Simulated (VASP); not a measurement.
Wanted: the native input for a VASP 6.6.1 run.

* Task: single point
* Functional: PBE
* Potentials or basis: VASP PAW PBE potentials, release 64 (Al, As)
* Cutoff: 500 eV
* k mesh: 6 × 6 × 6
* Occupations: gaussian, width 0.02 eV
* Spin: no spin polarisation
* Dipole correction: no
* Further INCAR settings: ALGO = Normal; EDIFF = 1e-06; NBANDS = 11

The structure of AlAs (series) lies in POSCAR:

```
AlAs
1.0
    0.0000000000      2.8304000000      2.8304000000
    2.8304000000      0.0000000000      2.8304000000
    2.8304000000      2.8304000000      0.0000000000
Al As
1 1
Direct
    0.0000000000      0.0000000000      0.0000000000
    0.2500000000      0.2500000000      0.2500000000
```

These files were run (other wordings do the same):

INCAR

```
SYSTEM = AlAs
ALGO = Normal
EDIFF = 1E-6
ENCUT = 500
GGA = PE
GGA_COMPAT = .False.
ISIF = 2
ISMEAR = 0
LASPH = .True.
LCHARG = .True.
LELF = .True.
LREAL = .False.
LVHAR = .True.
LWAVE = .False.
NBANDS = 11
NELM = 120
PREC = Accurate
SIGMA = 0.02
```

KPOINTS

```
k-points
0
Gamma
  6 6 6
  0 0 0
```

Potentials or basis: VASP PAW PBE potentials, release 64 (Al, As).

Run with:

```console
$ cat potpaw_PBE.64/Al/POTCAR potpaw_PBE.64/As/POTCAR > POTCAR
$ mpirun -np 1 vasp_std > vasp.out
```

Results of the run:

```
Pressure               : 2.8 GPa
Band gap on the k mesh : 1.43 eV, indirect (least direct gap 2.06 eV)
```

Run time: 6.3 s on 1 thread of Intel(R) Xeon(R) 6975P-C (Granite Rapids), with other jobs on the host, peak memory 0.16 GiB.
